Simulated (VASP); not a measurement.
# Ni (Fm-3m) in VASP: notebook

Ni is run at these levels: PBE; tasks: single point.

Everything below comes from runs of VASP 6.6.1. Logs are shortened: lines on timing, memory, paths and dates and some standing lists are left out, and cuts for length are marked.

**1. The cell of the first run**

It takes space group Fm-3m (No. 225, cubic). Conventional cell: a = 3.517 Å, b = 3.517 Å, c = 3.517 Å, α = 90.00°, β = 90.00°, γ = 90.00°. Within 3.3 Å of Ni (site symmetry m-3m) lie 12 Ni at 2.49 Å.

**2. Single point, PBE, collinear spin, ferromagnetic start**

Input file INCAR:

```
  PREC = Accurate
  ENCUT = 520
  EDIFF = 1E-7
  ISMEAR = -1
  SIGMA = 0.1
  LREAL = F
  LASPH = T
  NELM = 150
  ALGO = Normal
  ISIF = 2
  LWAVE = F
  LCHARG = F
  ISPIN = 2
  MAGMOM = 0.4 0.4
  LORBIT = 11
  LMAXMIX = 4
  GGA = PE
  NBANDS = 21
  ISYM = 0
```

Input file KPOINTS:

```
Automatic mesh
0
Gamma
  12 7 10
```

Input file POSCAR:

```
Ni
1.0
    0.0000000000     -1.7584000000     -1.7584000000
   -3.5168000000     -1.7584000000     -1.7584000000
    0.0000000000      1.7584000000     -1.7584000000
Ni
2
Direct
    0.0000000000      0.0000000000      0.0000000000
    0.0000000000      0.5000000000      0.5000000000
```

Potentials or basis: VASP PAW PBE potentials, release 64 (Ni).

Launch:

```console
> cat potpaw_PBE.64/Ni/POTCAR > POTCAR
> mpirun -np 1 vasp_std > vasp.out
```

OUTCAR:

```text
PREC = Accurate
   ENCUT = 520
   EDIFF = 1E-7
   ISMEAR = -1
   LREAL = F
   LASPH = T
   NELM = 150
   ISIF = 2
   ISPIN = 2
   LORBIT = 11
   GGA = PE
   ISYM = 0

 ion  position               nearest neighbor table
   1  0.000  0.000  0.000-   2 2.49   2 2.49   2 2.49   2 2.49   2 2.49   2 2.49   2 2.49   2 2.49

   2  0.000  0.500  0.500-   1 2.49   1 2.49   1 2.49   1 2.49   1 2.49   1 2.49   1 2.49   1 2.49

IMPORTANT INFORMATION: All symmetrisations will be switched off!
NOSYMM: (Re-)initialisation of all symmetry stuff for point group C_1.

----------------------------------------------------------------------------------------

                                     Primitive cell

  volume of cell :      21.7477

  direct lattice vectors                    reciprocal lattice vectors
     0.000000000 -1.758400000 -1.758400000     0.284349409 -0.284349409 -0.284349409
    -3.516800000 -1.758400000 -1.758400000    -0.284349409  0.000000000  0.000000000
     0.000000000  1.758400000 -1.758400000     0.000000000  0.284349409 -0.284349409

  length of vectors
     2.486753128  4.307182764  2.486753128     0.492507623  0.284349409  0.402130790

  position of ions in fractional coordinates (direct lattice)
     0.000000000  0.000000000  0.000000000
     0.000000000  0.500000000  0.500000000

  ion indices of the primitive-cell ions
   primitive index   ion index
                 1           1
                 2           2

----------------------------------------------------------------------------------------

 KPOINTS: Automatic mesh

Automatic generation of k-mesh.
 Grid dimensions read from file:
 generate k-points for:   12    7   10

 Generating k-lattice:

  Cartesian coordinates                     Fractional coordinates (reciprocal lattice)
     0.023695784 -0.023695784 -0.023695784     0.083333333  0.000000000  0.000000000
    -0.040621344  0.000000000  0.000000000     0.000000000  0.142857143  0.000000000
     0.000000000  0.028434941 -0.028434941     0.000000000  0.000000000  0.100000000

  Length of vectors
     0.041042302  0.040621344  0.040213079

  Shift w.r.t. Gamma in fractional coordinates (k-lattice)
     0.000000000  0.000000000  0.000000000

 -----------------------------------------------------------------------------
|                                                                             |
|           W    W    AA    RRRRR   N    N  II  N    N   GGGG   !!!           |
|           W    W   A  A   R    R  NN   N  II  NN   N  G    G  !!!           |
|           W    W  A    A  R    R  N N  N  II  N N  N  G       !!!           |
|           W WW W  AAAAAA  RRRRR   N  N N  II  N  N N  G  GGG   !            |
|           WW  WW  A    A  R   R   N   NN  II  N   NN  G    G                |
|           W    W  A    A  R    R  N    N  II  N    N   GGGG   !!!           |
|                                                                             |
|     Your reciprocal lattice and k-lattice belong to different lattice       |
|     classes:                                                                |
|                                                                             |
|        The reciprocal lattice is simple tetragonal,                         |
|        whereas your k-lattice is simple monoclinic.                         |
|                                                                             |
|     Results are often still useful ...                                      |
|                                                                             |
 -----------------------------------------------------------------------------

 WARNING: IBZKPT: internal override: KBLOWUP is changed to .FALSE.
      ... skipping the blow-up phase ...

 Subroutine IBZKPT returns following result:
 ===========================================

 Found    422 irreducible k-points:

 Following reciprocal coordinates:
            Coordinates               Weight
  0.000000  0.000000  0.000000      1.000000
  0.083333  0.000000  0.000000      2.000000
  0.166667  0.000000  0.000000      2.000000
  0.250000  0.000000  0.000000      2.000000
  0.333333  0.000000  0.000000      2.000000
  0.416667  0.000000  0.000000      2.000000
[... 16 lines left out ...]
  0.250000  0.285714  0.000000      2.000000
  0.333333  0.285714  0.000000      2.000000
 [... further k-points ...]
   k-points           NKPTS =    422   k-points in BZ     NKDIM =    422   number of bands    NBANDS=     21
   number of dos      NEDOS =    301   number of ions     NIONS =      2
   total plane-waves  NPLWV =  10368
   dimension x,y,z NGX =    18 NGY =   32 NGZ =   18
   dimension x,y,z NGXF=    36 NGYF=   64 NGZF=   36
   ions per type =               2
   NGX,Y,Z   is equivalent  to a cutoff of  12.03, 12.35, 12.03 a.u.
   NGXF,Y,Z  is equivalent  to a cutoff of  24.07, 24.70, 24.07 a.u.
 SYSTEM =  unknown system
   PREC   = accura    normal or accurate (medium, high low for compatibility)
   ISTART =      0    job   : 0-new  1-cont  2-samecut
   ICHARG =      2    charge: 1-file 2-atom 10-const
   ISPIN  =      2    spin polarized calculation?
   LNONCOLLINEAR =      F non collinear calculations
   LSORBIT =      F    spin-orbit coupling
   LASPH  =      T    aspherical Exc in radial PAW
   ENCUT  =  520.0 eV  38.22 Ry    6.18 a.u.   4.62  8.01  4.62*2*pi/ulx,y,z
   NELM   =    150;   NELMIN=  2; NELMDL= -5     # of ELM steps
   EDIFF  = 0.1E-06   stopping-criterion for ELM
   LREAL  =      F    real-space projection
   EDIFFG = 0.1E-05   stopping-criterion for IOM
   NSW    =      0    number of steps for IOM
   IBRION =     -1    ionic relax: 0-MD 1-quasi-New 2-CG
   NFREE  =      0    steps in history (QN), initial steepest desc. (CG)
   ISIF   =      2    stress and relaxation
   ISYM   =      0    0-nonsym 1-usesym 2-fastsym
   POTIM  = 0.5000    time-step for ionic-motion
   TEBEG  =    0.0;   TEEND  =   0.0 temperature during run
   PSTRESS=    0.0 pullay stress
   NELECT =      20.0000    total number of electrons
   NUPDOWN=      -1.0000    fix difference up-down
   EMIN   =  10.00;   EMAX   =-10.00  energy-range for DOS
   EFERMI =   0.00;   METHOD = LEGACY
   ISMEAR =    -1;   SIGMA  =   0.10  broadening in eV -4-tet -1-fermi 0-gaus
   EFERMI_NEDOS =   21; number of points for ismear=-14 and -15
   IALGO  =     38    algorithm
   IMIX   =      4    mixing-type and parameters
     AMIX     =   0.40;   BMIX     =  1.00
     AMIX_MAG =   1.60;   BMIX_MAG =  1.00
  volume/ion in A,a.u.               =      10.87        73.38
  Fermi-wavevector in a.u.,A,eV,Ry     =   1.592015  3.008472 34.484126  2.534512
  Thomas-Fermi vector in A             =   2.690466
   LORBIT       =     11    0 simple, 1 ext, 2 COOP (PROOUT), +10 PAW based schemes
   GGA     = PE    functional components
   LHFCALC =     F    Hartree Fock is set to
   AEXX    =    0.0000 exact exchange contribution
   IVDW    =     0    specifies the selected vdW correction
   LEPSILON=     F    determine dielectric tensor
   LRPA    =     F    only Hartree local field effects (RPA)
 spin polarized calculation
  energy-cutoff  :      520.00
  volume of cell :       21.75
 maximum number of plane-waves:       605
   NGX =  9   NGY = 15   NGZ =  9

 number of electron      20.0000023 magnetization       1.2490605

 Free energy of the ion-electron system (eV)
  ---------------------------------------------------
  ext. energy  EPLUGINS =         0.00000000
  ---------------------------------------------------
  free energy    TOTEN  =       -10.99667597 eV

  energy without entropy =      -10.88856838  energy(sigma->0) =      -10.94262218

 E-fermi :   9.3732     XC(G=0): -13.2589

 val. band max:        9.3728715814   @ k =  -0.1667   0.2857   0.0000
 cond. band min:       9.3740651288   @ k =   0.4167   0.0000   0.2000
 fundamental gap:      0.0011935474
 Fermi energy:         9.3731646366

 spin component 1

 k-point     1 :       0.0000    0.0000    0.0000
  band No.  band energies     occupation
      1       0.3684      1.00000
      2       4.7283      1.00000
      3       5.1900      1.00000
      4       6.9538      1.00000
      5       6.9596      1.00000
      6       6.9613      1.00000
[... 13 lines left out ...]
     20      36.9738      0.00000
     21      36.9756      0.00000

 k-point     2 :       0.0833    0.0000    0.0000
  band No.  band energies     occupation
      1       0.6393      1.00000
      2       4.8291      1.00000
      3       5.2775      1.00000
      4       6.8897      1.00000
      5       7.0139      1.00000
      6       7.0201      1.00000
[... 13 lines left out ...]
     20      36.3964      0.00000
     21      36.3965      0.00000

 k-point     3 :       0.1667    0.0000    0.0000
  band No.  band energies     occupation
      1       1.4233      1.00000
      2       5.0954      1.00000
      3       5.5231      1.00000
      4       6.7318      1.00000
      5       7.1355      1.00000
      6       7.1429      1.00000
[... 13 lines left out ...]
     20      35.5118      0.00000
     21      37.2694      0.00000
[... 457 lines left out ...]
 k-point    23 :       0.2500    0.2857    0.0000
  band No.  band energies     occupation
      1       1.9420      1.00000
      2       5.4075      1.00000
      3       5.6772      1.00000
      4       6.5908      1.00000
      5       7.1880      1.00000
      6       7.2729      1.00000
[... 13 lines left out ...]
     20      38.1091      0.00000
     21      38.6967      0.00000

 k-point    24 :       0.3333    0.2857    0.0000
  band No.  band energies     occupation
      1       3.0290      1.00000
      2       5.6827      1.00000
      3       5.9569      1.00000
      4       6.4286      1.00000
      5       6.8039      1.00000
      6       7.1245      1.00000
[... 13 lines left out ...]
     20      37.3512      0.00000
     21      38.1161      0.00000

 [... further k-points ...]

 spin component 2

 k-point     1 :       0.0000    0.0000    0.0000
  band No.  band energies     occupation
      1       0.3374      1.00000
      2       5.0851      1.00000
      3       5.8013      1.00000
      4       7.6928      1.00000
      5       7.6967      1.00000
      6       7.7007      1.00000
[... 13 lines left out ...]
     20      36.9625      0.00000
     21      36.9630      0.00000

 k-point     2 :       0.0833    0.0000    0.0000
  band No.  band energies     occupation
      1       0.6087      1.00000
      2       5.1834      1.00000
      3       5.8883      1.00000
      4       7.6198      1.00000
      5       7.7534      1.00000
      6       7.7611      1.00000
[... 13 lines left out ...]
     20      36.4240      0.00000
     21      36.4242      0.00000

 k-point     3 :       0.1667    0.0000    0.0000
  band No.  band energies     occupation
      1       1.3966      1.00000
      2       5.4518      1.00000
      3       6.1164      1.00000
      4       7.4326      1.00000
      5       7.8683      1.00000
      6       7.8766      1.00000
[... 13 lines left out ...]
     20      35.5799      0.00000
     21      37.3673      0.00000
[... 457 lines left out ...]
 k-point    23 :       0.2500    0.2857    0.0000
  band No.  band energies     occupation
      1       1.9192      1.00000
      2       5.8443      1.00000
      3       6.2120      1.00000
      4       7.2816      1.00000
      5       7.8786      1.00000
      6       7.8985      1.00000
[... 13 lines left out ...]
     20      38.0706      0.00000
     21      38.6693      0.00000

 k-point    24 :       0.3333    0.2857    0.0000
  band No.  band energies     occupation
      1       3.0284      1.00000
      2       6.2423      1.00000
      3       6.3354      1.00000
      4       7.0903      1.00000
      5       7.4029      1.00000
      6       7.7805      1.00000
[... 13 lines left out ...]
     20      37.4023      0.00000
     21      38.0433      0.00000

 [... further k-points ...]

------------------------ aborting loop because EDIFF is reached ----------------------------------------

  FORCE on cell =-STRESS in cart. coord.  units (eV):
  Direction    XX          YY          ZZ          XY          YZ          ZX
  --------------------------------------------------------------------------------------
  -------------------------------------------------------------------------------------
  Total        0.0854963      0.0897843      0.0897818     -0.0007336      0.0066753     -0.0007339
  in kB        6.2986106      6.6145126      6.6143321     -0.0540484      0.4917793     -0.0540661
  external PRESSURE =       6.5091518 kB  Pullay stress =       0.0000000 kB

 VOLUME and BASIS-vectors are now :
 -----------------------------------------------------------------------------
  energy-cutoff  :      520.00
  volume of cell :       21.75
      direct lattice vectors                 reciprocal lattice vectors
     0.000000000 -1.758400000 -1.758400000     0.284349409 -0.284349409 -0.284349409
    -3.516800000 -1.758400000 -1.758400000    -0.284349409  0.000000000  0.000000000
     0.000000000  1.758400000 -1.758400000     0.000000000  0.284349409 -0.284349409

 POSITION                                       TOTAL-FORCE (eV/Angst)
 -----------------------------------------------------------------------------------
      0.00000      0.00000      0.00000        -0.000000      0.000000      0.000000
     -1.75840      0.00000     -1.75840         0.000000     -0.000000     -0.000000
 -----------------------------------------------------------------------------------
    total drift:                                0.000000     -0.000000      0.000000

  FREE ENERGIE OF THE ION-ELECTRON SYSTEM (eV)
  ---------------------------------------------------
  free  energy   TOTEN  =       -10.9966759743 eV

  energy  without entropy=      -10.8885683824  energy(sigma->0) =      -10.94262218

 total charge

# of ion       s       p       d       tot
------------------------------------------
    1        0.498   0.498   8.314   9.311
    2        0.498   0.498   8.314   9.311
--------------------------------------------------
tot          0.996   0.997  16.629  18.622

 magnetization (x)

# of ion       s       p       d       tot
------------------------------------------
    1       -0.006  -0.024   0.666   0.636
    2       -0.006  -0.024   0.666   0.636
--------------------------------------------------
tot         -0.012  -0.048   1.331   1.272
```

It took 5.9 min on 1 thread of AMD EPYC 7R43 (Zen 3), shared host; peak memory 0.31 GiB.

What came out:

| Quantity | Value |
| --- | --- |
| Free energy | -10.9967 eV |
| Pressure | 0.7 GPa |
| Net moment | 1.25 μB per cell |
| Site moments | Ni +0.64 μB |
| Valence electrons inside the program's atomic spheres | Ni 9.31 |

[end of part 1 of 2]
